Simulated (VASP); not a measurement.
# ZnSe (Cmme) in VASP: notebook, part 2 of 2

VASP 6.6.1.

## Step 3: Single point, PBEsol

INCAR

```
PREC = Accurate
ENCUT = 520
EDIFF = 1E-6
ISMEAR = -1
SIGMA = 0.02
LREAL = F
LASPH = T
NELM = 100
ALGO = Normal
ISIF = 2
LWAVE = F
LCHARG = F
GGA = PS
NBANDS = 26
```

KPOINTS

```
Automatic mesh
0
Gamma
  6 6 4
```

POSCAR

```
ZnSe
1.0
    4.1077020000      0.0410770200      0.0000000000
    0.0410770200      4.1077020000      0.0000000000
    0.0000000000      0.0000000000      6.0703500000
Zn Se
2 2
Direct
    0.0000000000      0.0000000000      0.0000000000
    0.5000000000      0.5000000000      0.0000000000
    0.0000000000      0.5000000000      0.2462800000
    0.5000000000      0.0000000000      0.7537200000
```

Potentials or basis: VASP PAW PBE potentials, release 64 (Zn, Se).

The run is started by

```
$ cat potpaw_PBE.64/Zn/POTCAR potpaw_PBE.64/Se/POTCAR > POTCAR
$ mpirun -np 1 vasp_std > vasp.out
```

OUTCAR:

```text
PREC = Accurate
   ENCUT = 520
   EDIFF = 1E-6
   ISMEAR = -1
   LREAL = F
   LASPH = T
   NELM = 100
   ISIF = 2
   GGA = PS

 ion  position               nearest neighbor table
   1  0.000  0.000  0.000-   3 2.54   4 2.54   3 2.54   4 2.54   2 2.88   2 2.88   2 2.93   2 2.93

   2  0.500  0.500  0.000-   3 2.54   4 2.54   4 2.54   3 2.54   1 2.88   1 2.88   1 2.93   1 2.93

   3  0.000  0.500  0.246-   1 2.54   2 2.54   1 2.54   2 2.54
   4  0.500  0.000  0.754-   1 2.54   2 2.54   2 2.54   1 2.54

  LATTYP: Found a base centered orthorhombic cell.
 ALAT       =     5.7510761998
 B/A-ratio  =     1.0202020202
 C/A-ratio  =     1.0555154877

  Lattice vectors:

 A1 = (  -0.0410770200,  -4.1077020000,   0.0000000000)
 A2 = (   4.1077020000,   0.0410770200,   0.0000000000)
 A3 = (   0.0000000000,   0.0000000000,   6.0703500000)

Analysis of symmetry for initial positions (statically):
=====================================================================
 Subroutine PRICEL returns:
 Original cell was already a primitive cell.

 Routine SETGRP: Setting up the symmetry group for a
 base centered orthorhombic supercell.

 Subroutine GETGRP returns: Found  8 space group operations
 (whereof  4 operations were pure point group operations)
 out of a pool of  8 trial point group operations.

The static configuration has the point symmetry D_2 .
 The point group associated with its full space group is D_2h.

Analysis of symmetry for dynamics (positions and initial velocities):
=====================================================================
 Subroutine PRICEL returns:
 Original cell was already a primitive cell.

 Routine SETGRP: Setting up the symmetry group for a
 base centered orthorhombic supercell.

[... 116 lines left out ...]
   ISYM   =      2    0-nonsym 1-usesym 2-fastsym
   POTIM  = 0.5000    time-step for ionic-motion
   TEBEG  =    0.0;   TEEND  =   0.0 temperature during run
   PSTRESS=    0.0 pullay stress
   NELECT =      36.0000    total number of electrons
   NUPDOWN=      -1.0000    fix difference up-down
   EMIN   =  10.00;   EMAX   =-10.00  energy-range for DOS
   EFERMI =   0.00;   METHOD = LEGACY
   ISMEAR =    -1;   SIGMA  =   0.02  broadening in eV -4-tet -1-fermi 0-gaus
   EFERMI_NEDOS =   21; number of points for ismear=-14 and -15
   IALGO  =     38    algorithm
   IMIX   =      4    mixing-type and parameters
     AMIX     =   0.40;   BMIX     =  1.00
     AMIX_MAG =   1.60;   BMIX_MAG =  1.00
  volume/ion in A,a.u.               =      25.60       172.78
  Fermi-wavevector in a.u.,A,eV,Ry     =   1.155366  2.183325 18.162019  1.334871
  Thomas-Fermi vector in A             =   2.291995
   LORBIT       =      0    0 simple, 1 ext, 2 COOP (PROOUT), +10 PAW based schemes
   GGA     = PS    functional components
   LHFCALC =     F    Hartree Fock is set to
   AEXX    =    0.0000 exact exchange contribution
   IVDW    =     0    specifies the selected vdW correction
   LEPSILON=     F    determine dielectric tensor
   LRPA    =     F    only Hartree local field effects (RPA)
 non-spin polarized calculation
  energy-cutoff  :      520.00
  volume of cell :      102.42
 maximum number of plane-waves:      2780
 NGX is ok and might be reduce to    32
   NGX = 15   NGY = 15   NGZ = 23

 number of electron      35.9999985 magnetization

 Free energy of the ion-electron system (eV)
  ---------------------------------------------------
  ext. energy  EPLUGINS =         0.00000000
  ---------------------------------------------------
  free energy    TOTEN  =       -12.82996836 eV

  energy without entropy =      -12.82996836  energy(sigma->0) =      -12.82996836

 E-fermi :   0.9625     XC(G=0):  -8.8404

 val. band max:        0.5548584980   @ k =   0.0000   0.0000   0.0000
 cond. band min:       2.3776630763   @ k =   0.0000   0.0000   0.0000
 fundamental gap:      1.8228045783
 Fermi energy:         0.9624709455

 k-point     1 :       0.0000    0.0000    0.0000
  band No.  band energies     occupation
      1     -12.3766      2.00000
      2     -11.4500      2.00000
      3      -6.1977      2.00000
      4      -6.1577      2.00000
      5      -6.1071      2.00000
      6      -6.0782      2.00000
[... 685 lines left out ...]
     25       9.4663      0.00000
     26       9.6058      0.00000

 [... further k-points ...]
[... 5 lines left out ...]
  --------------------------------------------------------------------------------------
  -------------------------------------------------------------------------------------
  Total       -1.7826866     -1.7826866     -1.3750002     -0.1844797      0.0000000      0.0000000
  in kB      -27.8880034    -27.8880034    -21.5102361     -2.8859654      0.0000000      0.0000000
  external PRESSURE =     -25.7620809 kB  Pullay stress =       0.0000000 kB

 VOLUME and BASIS-vectors are now :
 -----------------------------------------------------------------------------
  energy-cutoff  :      520.00
  volume of cell :      102.42
      direct lattice vectors                 reciprocal lattice vectors
     4.107702000  0.041077020  0.000000000     0.243469465 -0.002434695  0.000000000
     0.041077020  4.107702000  0.000000000    -0.002434695  0.243469465  0.000000000
     0.000000000  0.000000000  6.070350000     0.000000000  0.000000000  0.164735147

 POSITION                                       TOTAL-FORCE (eV/Angst)
 -----------------------------------------------------------------------------------
      0.00000      0.00000      0.00000         0.000000      0.000000     -0.000000
      2.07439      2.07439      0.00000         0.000000      0.000000     -0.000000
      0.02054      2.05385      1.49501        -0.000000      0.000000     -0.352558
      2.05385      0.02054      4.57534        -0.000000      0.000000      0.352558
 -----------------------------------------------------------------------------------
    total drift:                                0.000000     -0.000000     -0.000000

  FREE ENERGIE OF THE ION-ELECTRON SYSTEM (eV)
  ---------------------------------------------------
  free  energy   TOTEN  =       -12.8299683617 eV

  energy  without entropy=      -12.8299683617  energy(sigma->0) =      -12.82996836
```

OSZICAR:

```text
N       E                     dE             d eps       ncg     rms          rms(c)
DAV:   1     0.231115186249E+03    0.23112E+03   -0.16812E+04  2028   0.152E+03
DAV:   2     0.886833634231E+01   -0.22225E+03   -0.21304E+03  2136   0.327E+02
DAV:   3    -0.130617360957E+02   -0.21930E+02   -0.21734E+02  2442   0.103E+02
DAV:   4    -0.135062768915E+02   -0.44454E+00   -0.44382E+00  2328   0.150E+01
DAV:   5    -0.135091714000E+02   -0.28945E-02   -0.28942E-02  2436   0.111E+00    0.671E+00
DAV:   6    -0.128559134978E+02    0.65326E+00   -0.17302E+00  2790   0.345E+01    0.552E+00
DAV:   7    -0.128366475712E+02    0.19266E-01   -0.51738E-01  2136   0.536E+00    0.247E+00
DAV:   8    -0.128302387831E+02    0.64088E-02   -0.11251E-02  2416   0.913E-01    0.558E-01
DAV:   9    -0.128298392206E+02    0.39956E-03   -0.20591E-03  2472   0.793E-01    0.902E-02
DAV:  10    -0.128299508097E+02   -0.11159E-03   -0.48106E-04  2170   0.260E-01    0.288E-02
DAV:  11    -0.128299681865E+02   -0.17377E-04   -0.76548E-05  2206   0.820E-02    0.136E-02
DAV:  12    -0.128299661974E+02    0.19891E-05   -0.15832E-05  2364   0.232E-02    0.410E-03
DAV:  13    -0.128299682451E+02   -0.20477E-05   -0.58866E-06  2130   0.122E-02    0.282E-03
DAV:  14    -0.128299683617E+02   -0.11658E-06   -0.31726E-07  1536   0.350E-03
   1 F= -.12829968E+02 E0= -.12829968E+02  d E =-.106443E-10
```

It took 85 s on 1 thread of AMD EPYC 9R45 (Zen 5), shared host; peak memory 0.22 GiB.

What came out:

| Item | Value |
| --- | --- |
| Free energy | -12.8300 eV |
| Pressure | -2.6 GPa |
| Largest force | 0.353 eV/Å |
| Band gap on the k mesh | 1.82 eV, direct |

Forces in eV/Å, atoms in the order of the input:
```
Zn   0.000  0.000  0.000
Zn   0.000  0.000  0.000
Se   0.000  0.000 -0.353
Se   0.000  0.000  0.353
```

Caveat: the PAW data sets were made with another functional, which shifts forces and pressure a little.
